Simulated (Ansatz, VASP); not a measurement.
## One calculation of MgBe2Te2O, two programs

```
Mg Be Te O
1.0
     3.67937    0.00000    0.00000
     0.00000    3.67937    0.00000
     0.00000    0.00000   10.10761
Mg Be Te O
1 2 2 1
Direct
  0.00000 0.00000 0.60694
  0.50000 0.00000 0.14645
  0.00000 0.50000 0.14645
  0.50000 0.50000 0.69776
  0.00000 0.00000 0.30359
  0.50000 0.50000 0.09881
```

Change from the starting cell: species swapped into the LaYMn2Si2 type (P4mm, No. 99).

Alike in both runs: functional PBE; k mesh 10 × 10 × 4; occupations gaussian, width 0.1 eV; no spin polarisation.

Ansatz relaxed the structure, and its values are those at the end. VASP's run is a single point on that final structure, the one shown.

```csv
,VASP,Ansatz
version,VASP 6.6.1,Ansatz 0.2.0
potentials or method,"VASP PAW PBE potentials, release 64 (Mg, Be, Te, O), cutoff 520 eV","scalar-relativistic, plane waves, PAW"
valence electrons in the cell,24,52
```

|  | VASP | Ansatz | Ansatz less VASP |
| --- | --- | --- | --- |
| gap on the k mesh at the Fermi level (eV) | none | none | - |
| pressure (GPa) | 0.1 | 0.0 | -0.09 |
| rms of the force components (eV/Å) | 0.019 | 0.002 | -0.0176 |

A gap of «none» marks a metal or a gap that the smearing closes. VASP's potentials hold 24 valence electrons a cell and Ansatz's 52, so a difference there can come from the potentials and not from the codes.

Spin-orbit coupling is off throughout.
